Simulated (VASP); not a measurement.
Set up this calculation in VASP 6.6.1, as the native input.

* Task: single point
* Functional: PBE
* Potentials or basis: VASP PAW PBE potentials, release 64 (Fe)
* Cutoff: 520 eV
* k mesh: 14 × 14 × 14
* Occupations: fermi-dirac, width 0.1 eV
* Spin: collinear spin, ferromagnetic start
* Starting moments: [4.0] μB
* Dipole correction: no
* Further INCAR settings: ALGO = Normal; EDIFF = 1e-06; NBANDS = 14

The structure of Fe lies in POSCAR:

```
Fe
1.0
    0.0000000000      1.7720000000      1.7720000000
    1.7720000000      0.0000000000      1.7720000000
    1.7720000000      1.7720000000      0.0000000000
Fe
1
Direct
    0.0000000000      0.0000000000      0.0000000000
```

These files were run (other wordings do the same):

INCAR

```
PREC = Accurate
ENCUT = 520
EDIFF = 1E-6
ISMEAR = -1
SIGMA = 0.1
LREAL = F
LASPH = T
NELM = 150
ALGO = Normal
ISIF = 2
LWAVE = F
LCHARG = F
ISPIN = 2
MAGMOM = 4
LORBIT = 11
LMAXMIX = 4
GGA = PE
NBANDS = 14
```

KPOINTS

```
Automatic mesh
0
Gamma
  14 14 14
```

Potentials or basis: VASP PAW PBE potentials, release 64 (Fe).

Command:

```console
$ cat potpaw_PBE.64/Fe/POTCAR > POTCAR
$ mpirun -np 1 vasp_std > vasp.out
```

It gave:

The pressure is -8.4 GPa. The net moment is 1.32 μB per cell and the site moments are Fe +1.31 μB. The valence electrons inside the program's atomic spheres are Fe 7.31.

Caveat: the moment fell far below its start of 4 μB, so a state of higher moment may lie lower in energy.

Wall time 40 s on 1 thread of Intel(R) Xeon(R) Platinum 8259CL CPU @ 2.50GHz (Skylake/Cascade Lake), with other jobs on the host, peak memory 0.15 GiB.
